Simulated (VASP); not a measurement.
# SnSe2 (P-3m1) in VASP: a series of runs, part 4 of 4

VASP 6.6.1. The steps go on from the part before.

**6. Single point, PBE+D3(BJ) (21.49 Å³/atom)**

This run uses another cell than the first one, of 21.49 Å³/atom.

INCAR reads:

```
PREC = Accurate ; ENCUT = 500
EDIFF = 1E-6 ; ISMEAR = 0
SIGMA = 0.03 ; LREAL = False
LASPH = True ; NELM = 120
ALGO = Normal ; ISIF = 2
LWAVE = False ; LCHARG = True
GGA = PE ; IVDW = 12
LELF = True ; LVHAR = True
NBANDS = 20 ; GGA_COMPAT = False
```

KPOINTS reads:

```
regular mesh
0
Gamma
  12 12 6
```

POSCAR reads:

```
SnSe2
1.0
    3.6972991600      0.0000000000      0.0000000000
   -1.8486495800      3.2019549979      0.0000000000
    0.0000000000      0.0000000000      5.4457519328
Sn Se
1 2
Direct
    0.0000000000      0.0000000000      0.0000000000
    0.3333333333      0.6666666667      0.2651331237
    0.6666666667      0.3333333333      0.7348668763
```

Potentials or basis: VASP PAW PBE potentials, release 64 (Sn_d, Se).

On the command line:

```
$ cat potpaw_PBE.64/Sn_d/POTCAR potpaw_PBE.64/Se/POTCAR > POTCAR
$ mpirun -np 1 vasp_std > vasp.out
```

OUTCAR:

```text
PREC = Accurate
   ENCUT = 500
   EDIFF = 1E-6
   ISMEAR = 0
   LREAL = False
   LASPH = True
   NELM = 120
   ISIF = 2
   GGA = PE
   IVDW = 12
 IVDW          = 12

 ion  position               nearest neighbor table
   1  0.000  0.000  0.000-   2 2.58   3 2.58   2 2.58   3 2.58   3 2.58   2 2.58
   2  0.333  0.667  0.265-   1 2.58   1 2.58   1 2.58
   3  0.667  0.333  0.735-   1 2.58   1 2.58   1 2.58

  LATTYP: Found a hexagonal cell.
 ALAT       =     3.6972991600
 C/A-ratio  =     1.4729000000

  Lattice vectors:

 A1 = (   3.6972991600,   0.0000000000,   0.0000000000)
 A2 = (  -1.8486495800,   3.2019549979,   0.0000000000)
 A3 = (   0.0000000000,   0.0000000000,   5.4457519328)

Analysis of symmetry for initial positions (statically):
=====================================================================
 Subroutine PRICEL returns:
 Original cell was already a primitive cell.

 Routine SETGRP: Setting up the symmetry group for a
 hexagonal supercell.

 Subroutine GETGRP returns: Found 12 space group operations
 (whereof 12 operations were pure point group operations)
 out of a pool of 24 trial point group operations.

The static configuration has the point symmetry D_3d.

Analysis of symmetry for dynamics (positions and initial velocities):
=====================================================================
 Subroutine PRICEL returns:
 Original cell was already a primitive cell.

 Routine SETGRP: Setting up the symmetry group for a
 hexagonal supercell.

 Subroutine GETGRP returns: Found 12 space group operations
 (whereof 12 operations were pure point group operations)
 out of a pool of 24 trial point group operations.

The dynamic configuration has the point symmetry D_3d.

 Subroutine INISYM returns: Found 12 space group operations
 (whereof 12 operations are pure point group operations),
 and found     1 'primitive' translations

----------------------------------------------------------------------------------------

                                     Primitive cell

  volume of cell :      64.4700

  direct lattice vectors                    reciprocal lattice vectors
     3.697299160  0.000000000  0.000000000     0.270467700  0.156154599  0.000000000
    -1.848649580  3.201954998  0.000000000     0.000000000  0.312309199  0.000000000
     0.000000000  0.000000000  5.445751933     0.000000000  0.000000000  0.183629371

  length of vectors
     3.697299160  3.697299160  5.445751933     0.312309199  0.312309199  0.183629371

  position of ions in fractional coordinates (direct lattice)
     0.000000000  0.000000000  0.000000000
     0.333333333  0.666666667  0.265133124
     0.666666667  0.333333333  0.734866876

  ion indices of the primitive-cell ions
   primitive index   ion index
                 1           1
                 2           2
                 3           3

----------------------------------------------------------------------------------------

 KPOINTS: regular mesh

Automatic generation of k-mesh.
 Grid dimensions read from file:
 generate k-points for:   12   12    6

 Generating k-lattice:

  Cartesian coordinates                     Fractional coordinates (reciprocal lattice)
     0.022538975  0.013012883  0.000000000     0.083333333  0.000000000  0.000000000
     0.000000000  0.026025767  0.000000000     0.000000000  0.083333333  0.000000000
     0.000000000  0.000000000  0.030604895     0.000000000  0.000000000  0.166666667

  Length of vectors
     0.026025767  0.026025767  0.030604895

  Shift w.r.t. Gamma in fractional coordinates (k-lattice)
     0.000000000  0.000000000  0.000000000

 Subroutine IBZKPT returns following result:
 ===========================================

 Found    100 irreducible k-points:

 Following reciprocal coordinates:
            Coordinates               Weight
  0.000000  0.000000  0.000000      1.000000
  0.083333  0.000000  0.000000      6.000000
  0.166667  0.000000  0.000000      6.000000
  0.250000  0.000000  0.000000      6.000000
  0.333333  0.000000  0.000000      6.000000
  0.416667  0.000000  0.000000      6.000000
[... 16 lines left out ...]
  0.166667  0.000000  0.166667      6.000000
  0.000000  0.166667  0.166667      6.000000
 [... further k-points ...]
   k-points           NKPTS =    100   k-points in BZ     NKDIM =    100   number of bands    NBANDS=     20
   number of dos      NEDOS =    301   number of ions     NIONS =      3
   total plane-waves  NPLWV =  31360
   dimension x,y,z NGX =    28 NGY =   28 NGZ =   40
   dimension x,y,z NGXF=    56 NGYF=   56 NGZF=   80
   ions per type =               1   2
   NGX,Y,Z   is equivalent  to a cutoff of  12.59, 12.59, 12.21 a.u.
   NGXF,Y,Z  is equivalent  to a cutoff of  25.18, 25.18, 24.42 a.u.
 SYSTEM =  unknown system
   PREC   = accura    normal or accurate (medium, high low for compatibility)
   ISTART =      0    job   : 0-new  1-cont  2-samecut
   ICHARG =      2    charge: 1-file 2-atom 10-const
   ISPIN  =      1    spin polarized calculation?
   LNONCOLLINEAR =      F non collinear calculations
   LSORBIT =      F    spin-orbit coupling
   LASPH  =      T    aspherical Exc in radial PAW
   ENCUT  =  500.0 eV  36.75 Ry    6.06 a.u.   6.74  6.74  9.93*2*pi/ulx,y,z
   NELM   =    120;   NELMIN=  2; NELMDL= -5     # of ELM steps
   EDIFF  = 0.1E-05   stopping-criterion for ELM
   LREAL  =      F    real-space projection
   EDIFFG = 0.1E-04   stopping-criterion for IOM
   NSW    =      0    number of steps for IOM
   IBRION =     -1    ionic relax: 0-MD 1-quasi-New 2-CG
   NFREE  =      0    steps in history (QN), initial steepest desc. (CG)
   ISIF   =      2    stress and relaxation
   ISYM   =      2    0-nonsym 1-usesym 2-fastsym
   POTIM  = 0.5000    time-step for ionic-motion
   TEBEG  =    0.0;   TEEND  =   0.0 temperature during run
   PSTRESS=    0.0 pullay stress
   NELECT =      26.0000    total number of electrons
   NUPDOWN=      -1.0000    fix difference up-down
   EMIN   =  10.00;   EMAX   =-10.00  energy-range for DOS
   EFERMI =   0.00;   METHOD = LEGACY
   ISMEAR =     0;   SIGMA  =   0.03  broadening in eV -4-tet -1-fermi 0-gaus
   EFERMI_NEDOS =   21; number of points for ismear=-14 and -15
   IALGO  =     38    algorithm
   IMIX   =      4    mixing-type and parameters
     AMIX     =   0.40;   BMIX     =  1.00
     AMIX_MAG =   1.60;   BMIX_MAG =  1.00
  volume/ion in A,a.u.               =      21.49       145.02
  Fermi-wavevector in a.u.,A,eV,Ry     =   1.209521  2.285663 19.904519  1.462941
  Thomas-Fermi vector in A             =   2.345096
   LORBIT       =      0    0 simple, 1 ext, 2 COOP (PROOUT), +10 PAW based schemes
   GGA     = PE    functional components
   LHFCALC =     F    Hartree Fock is set to
   AEXX    =    0.0000 exact exchange contribution
   IVDW    =    12    specifies the selected vdW correction
   LEPSILON=     F    determine dielectric tensor
   LRPA    =     F    only Hartree local field effects (RPA)
 non-spin polarized calculation
 Gauss-broadening in eV      SIGMA  =   0.03
  energy-cutoff  :      500.00
  volume of cell :       64.47
 maximum number of plane-waves:      1652
 NGX is ok and might be reduce to    28
   NGX = 13   NGY = 13   NGZ = 19

 number of electron      26.0000000 magnetization

 Free energy of the ion-electron system (eV)
  ---------------------------------------------------
  ext. energy  EPLUGINS =         0.00000000
  ---------------------------------------------------
  free energy    TOTEN  =       -10.97695948 eV

  energy without entropy =      -10.97695943  energy(sigma->0) =      -10.97695945

 E-fermi :   7.0526     XC(G=0): -10.3784

 val. band max:        6.9725644600   @ k =   0.0000   0.0000   0.0000
 cond. band min:       7.1398847849   @ k =   0.0000   0.4167   0.3333
 fundamental gap:      0.1673203249
 Fermi energy:         7.0526138496

 k-point     1 :       0.0000    0.0000    0.0000
  band No.  band energies     occupation
      1     -15.1826      2.00000
      2     -15.1826      2.00000
      3     -15.1217      2.00000
      4     -15.0940      2.00000
      5     -15.0940      2.00000
      6      -8.8250      2.00000
[... 12 lines left out ...]
     19      15.4257      0.00000
[... 513 lines left out ...]
      4     -15.0995      2.00000
      5     -15.0892      2.00000
      6      -8.4218      2.00000
[... 12 lines left out ...]
     19      14.3406      0.00000
     20      14.8623      0.00000

 [... further k-points ...]

------------------------ aborting loop because EDIFF is reached ----------------------------------------

 Edisp (eV)   -1.30676

 E8    (eV) :    -0.5715

  FORCE on cell =-STRESS in cart. coord.  units (eV):
  Direction    XX          YY          ZZ          XY          YZ          ZX
  --------------------------------------------------------------------------------------
  -------------------------------------------------------------------------------------
  Total       6.66820     6.66820     8.08669    -0.00000     0.00000     0.00000
  in kB     165.71486   165.71486   200.96642    -0.00000     0.00000     0.00000
  external pressure =      177.47 kB  Pullay stress =        0.00 kB

 VOLUME and BASIS-vectors are now :
 -----------------------------------------------------------------------------
  energy-cutoff  :      500.00
  volume of cell :       64.47
      direct lattice vectors                 reciprocal lattice vectors
     3.697299160  0.000000000  0.000000000     0.270467700  0.156154599  0.000000000
    -1.848649580  3.201954998  0.000000000     0.000000000  0.312309199  0.000000000
     0.000000000  0.000000000  5.445751933     0.000000000  0.000000000  0.183629371

 POSITION                                       TOTAL-FORCE (eV/Angst)
 -----------------------------------------------------------------------------------
      0.00000      0.00000      0.00000        -0.000000      0.000000     -0.000000
     -0.00000      2.13464      1.44385        -0.000000     -0.000000      2.066027
      1.84865      1.06732      4.00190         0.000000      0.000000     -2.066027
 -----------------------------------------------------------------------------------
    total drift:                               -0.000000      0.000000      0.000000

  FREE ENERGIE OF THE ION-ELECTRON SYSTEM (eV)
  ---------------------------------------------------
  free  energy   TOTEN  =       -12.2837217453 eV

  energy  without entropy=      -12.2837216965  energy(sigma->0) =      -12.28372172
```

OSZICAR:

```text
N       E                     dE             d eps       ncg     rms          rms(c)
DAV:   1     0.206702331169E+03    0.20670E+03   -0.12097E+04  4152   0.153E+03
DAV:   2     0.118109601208E+02   -0.19489E+03   -0.18766E+03  4200   0.399E+02
DAV:   3    -0.105078232477E+02   -0.22319E+02   -0.21763E+02  4808   0.113E+02
DAV:   4    -0.112547599438E+02   -0.74694E+00   -0.74556E+00  4720   0.214E+01
DAV:   5    -0.112714276206E+02   -0.16668E-01   -0.16666E-01  5384   0.339E+00    0.647E+00
DAV:   6    -0.110111421316E+02    0.26029E+00   -0.41448E-01  6072   0.760E+00    0.417E+00
DAV:   7    -0.109776662326E+02    0.33476E-01   -0.20513E-01  5196   0.319E+00    0.103E+00
DAV:   8    -0.109765446250E+02    0.11216E-02   -0.16585E-02  5316   0.148E+00    0.336E-01
DAV:   9    -0.109769384958E+02   -0.39387E-03   -0.18502E-03  4500   0.284E-01    0.961E-02
DAV:  10    -0.109769301358E+02    0.83601E-05   -0.11291E-04  5444   0.104E-01    0.318E-02
DAV:  11    -0.109769568660E+02   -0.26730E-04   -0.34962E-05  4408   0.346E-02    0.704E-03
DAV:  12    -0.109769594878E+02   -0.26218E-05   -0.16646E-06  4352   0.927E-03    0.547E-03
DAV:  13    -0.109769594779E+02    0.98476E-08   -0.10955E-06  3612   0.857E-03
   1 F= -.12283722E+02 E0= -.12283722E+02  d E =-.488239E-07
```

Run time: 55 s. Hardware: 1 thread of AMD EPYC 9R45 (Zen 5), shared host; peak memory 0.24 GiB.

What came out:

```yaml
Free_energy: -12.2837 eV
Pressure: 17.7 GPa
Largest_force: 2.066 eV/Å
Band_gap_on_the_k_mesh: 0.17 eV (least direct gap 0.87 eV)
Dispersion_energy_per_atom: -0.436 eV
```

Forces on the atoms (eV/Å):
```
Sn   0.000  0.000  0.000
Se   0.000  0.000  2.066
Se   0.000  0.000 -2.066
```

Levels at points of the mesh, in eV from the valence-band top:
| k point | band 9 | band 10 | band 11 | band 12 | band 13 | band 14 | band 15 | band 16 | band 17 | band 18 |
| --- | --- | --- | --- | --- | --- | --- | --- | --- | --- | --- |
| (0.00, 0.00, 0.00) | -1.65 | -1.65 | -1.46 | -1.46 | 0.00 | 0.87 | 2.08 | 4.18 | 4.18 | 8.27 |
| (0.50, 0.00, 0.00) | -5.62 | -4.40 | -4.12 | -2.53 | -0.90 | 0.80 | 3.19 | 4.45 | 4.70 | 8.16 |
| (0.00, 0.00, 0.50) | -3.33 | -1.87 | -1.87 | -1.05 | -1.05 | 2.24 | 2.46 | 3.50 | 3.50 | 7.17 |
| (0.50, 0.00, 0.50) | -6.67 | -3.70 | -2.60 | -1.90 | -1.89 | 0.81 | 3.66 | 4.28 | 5.40 | 6.58 |

Caveat: the cell stands under pressure; semilocal functionals underestimate gaps, and a narrow one can read as zero; spin-orbit coupling is left out, which moves the levels of the heavy elements; forces of over 1 eV/Å act on the atoms, so gaps and moduli don't describe the material at rest. A k mesh can miss the band edges.

**7. The runs side by side**

```tsv
cell	gap on the mesh (eV)	pressure (GPa)	largest force (eV/Å)
a = 3.797, b = 3.797, c = 7.129 Å, angles 90.0, 90.0, 120.0°, 3 atoms	none	-6.5	1.74
a = 4.201, b = 4.201, c = 5.824 Å, angles 90.0, 90.0, 120.0°, 3 atoms	none	-6.8	0.29
a = 3.875, b = 3.875, c = 6.847 Å, angles 90.0, 90.0, 120.0°, 3 atoms	none	-6.8	1.51
a = 3.551, b = 3.551, c = 5.905 Å, angles 90.0, 90.0, 120.0°, 3 atoms	0.50	17.7	1.47
a = 3.697, b = 3.697, c = 5.446 Å, angles 90.0, 90.0, 120.0°, 3 atoms	0.17	17.7	2.07
```

Alike in all rows: task single point; level PBE+D3(BJ); potentials or basis VASP PAW PBE potentials, release 64 (Sn_d, Se); no spin polarisation; k mesh 12 × 12 × 6; cutoff (eV) 500; smearing gaussian 0.03 eV.

Caveats: semilocal functionals underestimate gaps, and a narrow one can read as zero; spin-orbit coupling is left out, which moves the levels of the heavy elements; forces of over 1 eV/Å act on the atoms, so gaps and moduli don't describe the material at rest (at least some runs); the cell stands under pressure (at least some runs); the stress differs along the axes, from -14 to -3 GPa (at least some runs); the cell stands under tension (at least some runs); the stress differs along the axes, from -12 to -4 GPa (at least some runs).

Total energies depend on the potentials used, so only differences within one code and one set of settings carry meaning.
